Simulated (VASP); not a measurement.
A run of VASP 6.6.1:

POSCAR

```
Yb
1.0
    0.0000000000      2.6096620394      2.6096620394
    2.6096620394      0.0000000000      2.6096620394
    2.6096620394      2.6096620394      0.0000000000
Yb
1
Direct
    0.0000000000      0.0000000000      0.0000000000
```

File INCAR.step1:

```
PREC = Accurate ; ENCUT = 520
ISMEAR = 1 ; SIGMA = 0.3
LREAL = F ; LASPH = T
NELM = 60 ; NBANDS = 18
GGA = PE ; ALGO = Normal
EDIFF = 1E-4 ; LWAVE = T
LCHARG = F
```

INCAR.step2

```
PREC = Accurate ; ENCUT = 520
EDIFF = 1E-7 ; ISMEAR = 1
SIGMA = 0.3 ; LREAL = F
LASPH = T ; NELM = 60
ALGO = Normal ; ISIF = 2
LWAVE = F ; LCHARG = F
METAGGA = R2SCAN ; LMIXTAU = T
NBANDS = 18 ; ISTART = 1
```

KPOINTS

```
regular mesh
0
Gamma
  10 10 10
```

Potentials or basis: VASP PAW PBE potentials, release 64 (Yb).

Launch:

```bash
$ cat potpaw_PBE.64/Yb/POTCAR > POTCAR
$ cp INCAR.step1 INCAR
$ mpirun -np 1 vasp_std > vasp.out
$ cp INCAR.step2 INCAR
$ mpirun -np 1 vasp_std > vasp.out
```

Hardware: 1 thread of AMD EPYC 7R43 64-Core Processor (Zen 3) (shared host).

Problem. How long does it take, and how much memory?

Solution. Run time: 11 min on 1 thread of AMD EPYC 7R43 64-Core Processor (Zen 3), on a shared host, peak memory 0.16 GiB. Counts: k points 47.
